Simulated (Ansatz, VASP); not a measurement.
# MgO in VASP and in Ansatz

```
Mg O
1.0
     5.52307    0.00000    0.00000
     0.00000    5.52307    0.00000
     0.00000    0.00000    5.52307
Mg O
6 6
Direct
  0.25000 0.00814 0.50000
  0.00000 0.49186 0.25000
  0.50000 0.75000 0.00000
  0.75000 0.00814 0.50000
  0.00000 0.49186 0.75000
  0.50000 0.25000 0.00000
  0.25000 0.53013 0.00000
  0.50000 0.96987 0.25000
  0.00000 0.75000 0.50000
  0.75000 0.53013 0.00000
  0.50000 0.96987 0.75000
  0.00000 0.25000 0.50000
```

Change from the starting cell: mode 14 frozen in at -0.029 Å and mode 24 at +0.144 Å (largest displacements).

Alike in both runs: task single point; functional LDA; k mesh 4 × 4 × 4; occupations gaussian, width 0.05 eV; no spin polarisation.

|  | VASP | Ansatz |
| --- | --- | --- |
| version | VASP 6.6.1 | Ansatz 0.2.0 |
| potentials or method | VASP PAW LDA potentials, release 64 (Mg, O), cutoff 520 eV | scalar-relativistic, plane waves, PAW |
| valence electrons in the cell | 48 | 96 |

```csv
,VASP,Ansatz,Ansatz less VASP
gap on the k mesh at the Fermi level (eV),2.61,2.62,+0.014
least direct gap on the mesh (eV),2.61,2.62,+0.014
pressure (GPa),0.2,0.9,+0.65
"traceless stress, the component that is largest in VASP (GPa)",-0.67,-0.68,-0.017
rms of the force components (eV/Å),0.976,0.952,-0.0238
```

Ansatz warns that its potentials were made for another functional, while VASP's fit it. LDA's correlation is that of Perdew and Zunger in VASP and of Perdew and Wang (1992) in Ansatz. Atom by atom the forces differ by 0.025 eV/Å (rms over components). VASP's potentials hold 48 valence electrons a cell and Ansatz's 96, so a difference there can come from the potentials and not from the codes.
